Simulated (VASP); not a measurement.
Runs of VASP 6.6.1 on TiAl. The structure is that of space group P4/mmm (No. 123), or close to it. The cells are those of the table. 

| cell | gap on the mesh (eV) | pressure (GPa) |
| --- | --- | --- |
| a = 3.332, b = 3.332, c = 2.832 Å, 2 atoms | none | 1.0 |
| a = 3.543, b = 3.543, c = 2.505 Å, 2 atoms | none | 4.3 |
| a = 2.970, b = 2.970, c = 3.564 Å, 2 atoms | none | 0.2 |
| a = 3.644, b = 3.644, c = 2.369 Å, 2 atoms | none | 7.1 |
| a = 2.812, b = 2.812, c = 3.977 Å, 2 atoms | none | (a) |
| a = 2.757, b = 2.757, c = 4.136 Å, 2 atoms | none | (b) |

Alike in all rows: task single point; level PBEsol; potentials or basis VASP PAW PBE potentials, release 64 (Ti_sv, Al); no spin polarisation; k mesh 22 × 22 × 22; cutoff (eV) 520; smearing gaussian 0.15 eV.

Question: Estimate the missing entries.

Answer: (a) 0.4; (b) 0.5.

Caveats: the PAW data sets were made with another functional, which shifts forces and pressure a little; the cell stands under pressure (at least some runs).

A gap of «none» marks levels without a gap at the run's occupations.
